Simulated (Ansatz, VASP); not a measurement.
**RbBr in VASP and in Ansatz**

```
Rb Br
1.0
     0.00000    3.34784    3.34784
     3.34784    0.00000    3.34784
     3.34784    3.34784    0.00000
Rb Br
1 1
Direct
  0.00000 0.00000 0.00000
  0.50000 0.50000 0.50000
```

Alike in both runs: task single point; functional PBE; k mesh 6 × 6 × 6; occupations gaussian, width 0.02 eV; no spin polarisation.

|  | VASP | Ansatz |
| --- | --- | --- |
| version | VASP 6.6.1 | Ansatz 0.2.0 |
| potentials or method | VASP PAW PBE potentials, release 64 (Rb_sv, Br), cutoff 500 eV | scalar-relativistic, plane waves, PAW |
| valence electrons in the cell | 16 | 16 |

|  | VASP | Ansatz | Ansatz less VASP |
| --- | --- | --- | --- |
| gap on the k mesh at the Fermi level (eV) | 4.55 | 4.55 | +0.004 |
| least direct gap on the mesh (eV) | 4.55 | 4.55 | +0.004 |
| pressure (GPa) | 2.4 | 2.4 | -0.04 |
